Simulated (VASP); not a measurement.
The system is La3Hf2C4.

```
La Hf C
1.0
     6.35266    0.00000    0.00000
    -3.17633    5.50157    0.00000
     0.00000    0.00000    4.62839
La Hf C
3 2 4
Direct
  0.33333 0.66667 0.00000
  0.66667 0.33333 0.00000
  0.00000 0.00000 0.00000
  0.33333 0.66667 0.50000
  0.66667 0.33333 0.50000
  0.50000 0.00000 0.00000
  0.00000 0.50000 0.00000
  0.50000 0.50000 0.00000
  0.00000 0.00000 0.50000
```

The cell was built from a structure type or drawn by symmetry, and may not be a known phase.

```yaml
Program: VASP 6.6.1
Task: relaxation of cell and atoms
Functional: PBE
Potentials_or_basis: VASP PAW PBE potentials, release 64 (La, Hf_pv, C)
Cutoff: 600 eV
k_mesh: 3 × 3 × 4
Occupations: gaussian, width 0.1 eV
Spin: no spin polarisation
```

At the start: pressure 46.7 GPa; volume 17.97 Å³/atom.

Where does the relaxation end?

Over 6 steps the energy falls by 1046.1 meV/atom and the volume is 28.48 Å³/atom (+58.5 %); space group P6/mmm (No. 191, to 0.1 Å) before and after.

Step by step:
| step | energy change (eV) | largest force (eV/Å) | pressure (GPa) | volume (Å³) |
| --- | --- | --- | --- | --- |
| 1 | 0.0000 | 0.0000 | 46.67 | 161.76 |
| 2 | -8.1415 | 0.0000 | -7.25 | 317.54 |
| 3 | -9.3735 | 0.0000 | 0.32 | 252.52 |
| 4 | -9.3738 | 0.0000 | 0.02 | 254.61 |
| 5 | -9.4130 | 0.0000 | -0.11 | 255.97 |
| 6 | -9.4150 | 0.0000 | -0.13 | 256.31 |

Final structure:
```
CELL_PARAMETERS angstrom
7.37315 0.00000 0.00000
-3.68658 6.38534 0.00000
0.00000 0.00000 5.44418
ATOMIC_POSITIONS crystal
La 0.33333 0.66667 0.00000
La 0.66667 0.33333 0.00000
La 0.00000 0.00000 0.00000
Hf 0.33333 0.66667 0.50000
Hf 0.66667 0.33333 0.50000
C 0.50000 0.00000 0.00000
C 0.00000 0.50000 0.00000
C 0.50000 0.50000 0.00000
C 0.00000 0.00000 0.50000
```

Caveat: the k points lie up to 0.33 Å⁻¹ apart in the final cell, too coarse for converged energies and pressures of a metal; the volume moved by over 15 % at a fixed basis, so the end points are rough.
